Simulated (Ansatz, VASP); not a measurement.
## Ti3Si in VASP and in Ansatz

```xyz
8
Lattice="5.5798 0.0000 0.0000 -2.7899 4.8323 0.0000 0.0000 0.0000 4.4881" Properties=species:S:1:pos:R:3 pbc="T T T"
Ti    1.4341    0.8280    3.3661
Ti    4.1458    0.8280    3.3661
Ti    2.7899    3.1763    3.3661
Ti    1.3558    4.0043    1.1220
Ti   -1.3558    4.0043    1.1220
Ti    0.0000    1.6559    1.1220
Si    0.0000    3.2215    3.3661
Si    2.7899    1.6108    1.1220
```

Alike in both runs: functional PBEsol; k mesh 6 × 6 × 8; occupations fermi-dirac, width 0.15 eV; no spin polarisation.

Ansatz relaxed the structure, and its values are those at the end. VASP's run is a single point on that final structure, the one shown.

```csv
,VASP,Ansatz
version,VASP 6.6.1,Ansatz 0.2.0
potentials or method,"VASP PAW PBE potentials, release 64 (Ti_sv, Si), cutoff 520 eV","scalar-relativistic, plane waves, PAW"
valence electrons in the cell,80,80
```

Ansatz gave:

| Item | Value |
| --- | --- |
| gap on the k mesh at the Fermi level (eV) | none |
| pressure (GPa) | 0.0 |
| rms of the force components (eV/Å) | 0.000 |

**Question.** What did VASP give for the same quantities?

**Answer.** gap on the k mesh at the Fermi level (eV): none; pressure (GPa): 0.0; rms of the force components (eV/Å): 0.006.

VASP's potentials were made for PBE, not for PBEsol. A gap of «none» marks a metal or a gap that the smearing closes. With one functional, cell and mesh, what is left measures potentials, basis and numerics.
